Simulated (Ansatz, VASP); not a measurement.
One calculation of P, two programs

```xyz
4
Lattice="1.6584 -5.1458 0.0000 1.6584 5.1458 0.0000 0.0000 0.0000 4.1993" Properties=species:S:1:pos:R:3 pbc="T T T"
P     1.6584   -4.0625    0.3066
P     1.6584   -1.0832    2.4062
P     1.6584    4.0625    3.8927
P     1.6584    1.0832    1.7931
```

Alike in both runs: task single point; functional PBEsol; k mesh 14 × 14 × 10; occupations gaussian, width 0.1 eV; no spin polarisation.

|  | VASP | Ansatz |
| --- | --- | --- |
| version | VASP 6.6.1 | Ansatz 0.2.0 |
| potentials or method | VASP PAW PBE potentials, release 64 (P), cutoff 520 eV | scalar-relativistic, plane waves, PAW |
| valence electrons in the cell | 20 | 20 |

```csv
,VASP,Ansatz,Ansatz less VASP
gap on the k mesh at the Fermi level (eV),none,none,-
pressure (GPa),-0.1,0.0,+0.09
"traceless stress, the component that is largest in VASP (GPa)",-0.06,-0.01,+0.058
rms of the force components (eV/Å),0.018,0.002,-0.0156
```

VASP's potentials were made for PBE, not for PBEsol. Atom by atom the forces differ by 0.018 eV/Å (rms over components). A gap of «none» marks a metal or a gap that the smearing closes. The functional is the same, so the differences come from potentials, cutoffs and numerics.
